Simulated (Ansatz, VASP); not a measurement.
**BaRe in VASP and in Ansatz**

```
Ba Re
1.0
     3.72334    0.00000    0.00000
     0.00000    3.72334    0.00000
     0.00000    0.00000    3.72334
Ba Re
1 1
Direct
  0.00000 0.00000 0.00000
  0.50000 0.50000 0.50000
```

Alike in both runs: task single point; functional PBE; k mesh 8 × 8 × 8; occupations methfessel-paxton of order 1, width 0.15 eV; no spin polarisation.

```csv
,VASP,Ansatz
version,VASP 6.6.1,Ansatz 0.2.0
potentials or method,"VASP PAW PBE potentials, release 64 (Ba_sv, Re_sv_GW), cutoff 560 eV","scalar-relativistic, plane waves, PAW"
valence electrons in the cell,25,25
```

Ansatz gave:

```
gap on the k mesh at the Fermi level (eV) : none
pressure (GPa)                            : -0.1
```

**Question.** What did VASP give for the same quantities?

**Answer.** gap on the k mesh at the Fermi level (eV): none; pressure (GPa): 1.3.

A gap of «none» marks a metal or a gap that the smearing closes. With one functional, cell and mesh, what is left measures potentials, basis and numerics.

Spin-orbit coupling is off throughout.
